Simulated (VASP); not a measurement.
A run of VASP 6.6.1 is set up as follows.

Contents of INCAR:

```
PREC = Accurate ; ENCUT = 520
EDIFF = 1E-6 ; ISMEAR = -1
SIGMA = 0.15 ; LREAL = Auto
LASPH = True ; NELM = 60
ALGO = Normal ; ISIF = 2
LWAVE = False ; LCHARG = False
GGA = PE ; NBANDS = 68
```

File KPOINTS:

```
regular mesh
0
Gamma
  2 2 2
```

POSCAR

```
Al30Si
1.0
    8.1000000000      0.0000000000      0.0000000000
    0.0000000000      8.1000000000      0.0000000000
    0.0000000000      0.0000000000      8.1000000000
Al Si
30 1
Direct
    0.4943917284     -0.0000467901      0.0056016049
    0.7493235802      0.2498497531      0.0020260494
    0.7489286420     -0.0000369136      0.2519439506
    0.0026058025     -0.0000466667      0.0058288889
    0.2459661728      0.2486027160      0.0054429630
    0.4979416049      0.4999633333      0.0003746914
    0.7493124691      0.7500556790      0.0020002469
    0.5003517284      0.2541749383      0.2506398765
    0.7548420988      0.4999591358      0.2480950617
    0.7497083951      0.2501880247      0.5002480247
    0.7497904938     -0.0000549383      0.7512990123
   -0.0007480247      0.4999516049      0.0012292593
    0.2459507407      0.7513024691      0.0054479012
    0.0030544444      0.2473133333      0.2485575309
    0.2471709877      0.4999690123      0.2498320988
    0.5003133333      0.7457607407      0.2506367901
    0.0031033333     -0.0000549383      0.4962000000
    0.2504697531      0.2488379012      0.4999161728
    0.4970761728      0.4999619753      0.5003249383
    0.7496830864      0.7497171605      0.5002724691
    0.2474614815     -0.0000334568      0.7537424691
    0.4974979012      0.2485085185      0.7520001235
    0.7483819753      0.4999639506      0.7514383951
    0.0030520988      0.7525843210      0.2485538272
    0.0006577778      0.4999533333      0.5000975309
    0.2504639506      0.7511071605      0.4998772840
    0.0000816049      0.2509658025      0.7510396296
    0.2463430864      0.4999571605      0.7539667901
    0.4975156790      0.7514065432      0.7519913580
    0.0000453086      0.7489381481      0.7510325926
    0.2796596296      0.0000007407      0.2726838272
```

Potentials or basis: VASP PAW PBE potentials, release 64 (Al, Si).

Run with:

```sh
$ cat potpaw_PBE.64/Al/POTCAR potpaw_PBE.64/Si/POTCAR > POTCAR
$ mpirun -np 1 vasp_std > vasp.out
```

(1) Predict the pressure.

(2) What does it give for the band gap on the k mesh?

(3) What does it give for the largest force?

Answers

(1) -1.3 GPa.

(2) zero (bands 47 and 48 overlap by 0.93 eV).

(3) 0.459 eV/Å.

Caveat: the k points lie up to 0.39 Å⁻¹ apart, too coarse for converged energies and pressures of a metal.
